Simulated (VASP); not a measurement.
A run of VASP 6.6.1:

The input INCAR:

```
  PREC = Accurate
  ENCUT = 520
  EDIFF = 1E-6
  ISMEAR = 0
  SIGMA = 0.05
  LREAL = False
  LASPH = True
  NELM = 60
  ALGO = Normal
  ISIF = 2
  LWAVE = False
  LCHARG = False
  GGA = PS
  IVDW = 12
  NBANDS = 20
```

Contents of KPOINTS:

```
Automatic mesh
0
Gamma
  12 12 12
```

Contents of POSCAR:

```
WS2
1.0
    1.5837000000      0.9143496213      5.4219666667
   -1.5837000000      0.9143496213      5.4219666667
    0.0000000000     -1.8286992426      5.4219666667
W S
1 2
Direct
    0.9993605138      0.9993605138      0.9993605138
    0.7554704513      0.7554704513      0.7554704513
    0.5764690349      0.5764690349      0.5764690349
```

Potentials or basis: VASP PAW PBE potentials, release 64 (W_sv, S).

Run with:

```console
$ cat potpaw_PBE.64/W_sv/POTCAR potpaw_PBE.64/S/POTCAR > POTCAR
$ mpirun -np 1 vasp_std > vasp.out
```

Hardware: 1 thread of Intel(R) Xeon(R) Platinum 8259CL CPU @ 2.50GHz (Skylake/Cascade Lake), on a shared host.

Question: How long does it take, and how much memory?

Answer: Run time: 5.9 min on 1 thread of Intel(R) Xeon(R) Platinum 8259CL CPU @ 2.50GHz (Skylake/Cascade Lake) (shared host), peak memory 0.44 GiB. Counts: scf iterations 13, k points 189.
